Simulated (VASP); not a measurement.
## H2C9O: single point with PBE+D3(BJ)

System: H2C9O, a slab with vacuum.

```xyz
24
Lattice="7.3951 0.0000 0.0000 -3.6976 6.4044 0.0000 0.0000 0.0000 18.6078" Properties=species:S:1:pos:R:3 pbc="T T T"
C     2.4650    2.8464    8.0000
C     1.2277    4.9814    7.9989
C     3.6969    0.7158    8.0032
C     4.9243    2.8476    8.0022
C     3.6953    4.9845    7.9982
C     6.1618    0.7101    7.9975
C    -0.0006    2.8520    8.0007
C    -1.2318    4.9799    8.0040
C     1.2278    0.7128    8.0020
C     2.4662    1.4284    8.0027
C     1.2280    3.5609    7.9995
C    -0.0001    5.6909    8.0022
C     4.9247    1.4257    8.0018
C     3.6959    3.5566    8.0002
C     2.4644    5.6958    7.9964
C    -0.0021    1.4227    7.9982
C    -1.2329    3.5619    8.0032
C    -2.4705    5.6936    8.0018
O     0.2819    0.3177   11.2402
O     2.3283    4.3759   11.1600
H     0.7881    0.3675   10.4102
H    -0.1731    1.1739   11.2859
H     2.8705    5.1944   11.2089
H     2.5506    3.9009   11.9748
```

| Item | Value |
| --- | --- |
| Program | VASP 6.6.1 |
| Task | single point |
| Functional | PBE |
| Dispersion | D3(BJ) |
| Potentials or basis | VASP PAW PBE potentials, release 64 (C, O, H) |
| Cutoff | 520 eV |
| k mesh | 3 × 3 × 1 |
| Occupations | gaussian, width 0.05 eV |
| Spin | no spin polarisation |

| Quantity | Value |
| --- | --- |
| Largest force | 0.122 eV/Å |
| Band gap on the k mesh | 0.07 eV |
| Dispersion energy per atom | -0.077 eV |

Forces on the atoms (eV/Å):
```
C    0.003  0.003  0.004
C   -0.003 -0.001  0.001
C   -0.006  0.000  0.000
C   -0.007 -0.007  0.000
C    0.003  0.007 -0.001
C    0.002  0.005 -0.002
C   -0.003 -0.002  0.003
C    0.010  0.000  0.005
C    0.000 -0.007  0.004
C    0.008  0.001  0.001
C   -0.002  0.000 -0.002
C   -0.004  0.000  0.001
C    0.004  0.005  0.004
C    0.000 -0.010  0.001
C    0.001 -0.006 -0.002
C    0.001  0.002  0.000
C    0.004  0.000  0.001
C   -0.008  0.011  0.002
O   -0.012 -0.054  0.037
O   -0.041 -0.017 -0.050
H    0.075 -0.035 -0.090
H   -0.068  0.085  0.042
H    0.045  0.101 -0.032
H   -0.001 -0.081  0.073
```

Levels at points of the mesh, in eV from the valence-band top:
```
           k point  band 42  band 43  band 44  band 45  band 46  band 47
(0.00, 0.00, 0.00)    -2.32    -0.01     0.00     0.07     0.08     2.75
```

Run time: 18 min on 1 thread of Intel Xeon 8259CL, on a shared host, peak memory 0.9 GiB.
